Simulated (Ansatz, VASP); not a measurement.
# One calculation of C, two programs

```
C
1.0
     0.00000    2.12676    3.56176
     1.22792    0.00000    3.56176
     1.22792    2.12676    0.00000
C
2
Direct
  0.14050 0.83143 0.22616
  0.83330 0.16670 0.83330
```

Alike in both runs: task single point; functional r2SCAN; k mesh 14 × 14 × 14; occupations gaussian, width 0.05 eV; no spin polarisation.

```csv
,VASP,Ansatz
version,VASP 6.6.1,Ansatz 0.2.0
potentials or method,"VASP PAW PBE potentials, release 64 (C), cutoff 520 eV","scalar-relativistic, plane waves, PAW"
valence electrons in the cell,8,8
```

VASP gave:

* gap on the k mesh at the Fermi level (eV): 0.03
* least direct gap on the mesh (eV): 0.03
* pressure (GPa): 4.8
* traceless stress, the component that is largest in VASP (GPa): 10.24
* rms of the force components (eV/Å): 3.572

Task: Estimate Ansatz's values.

Result: gap on the k mesh at the Fermi level (eV): 0.03; least direct gap on the mesh (eV): 0.03; pressure (GPa): 4.2; traceless stress, the component that is largest in VASP (GPa): 9.68; rms of the force components (eV/Å): 3.560.

VASP's potentials were made for PBE, not for r2SCAN. Atom by atom the forces differ by 0.018 eV/Å (rms over components). With one functional, cell and mesh, what is left measures potentials, basis and numerics.
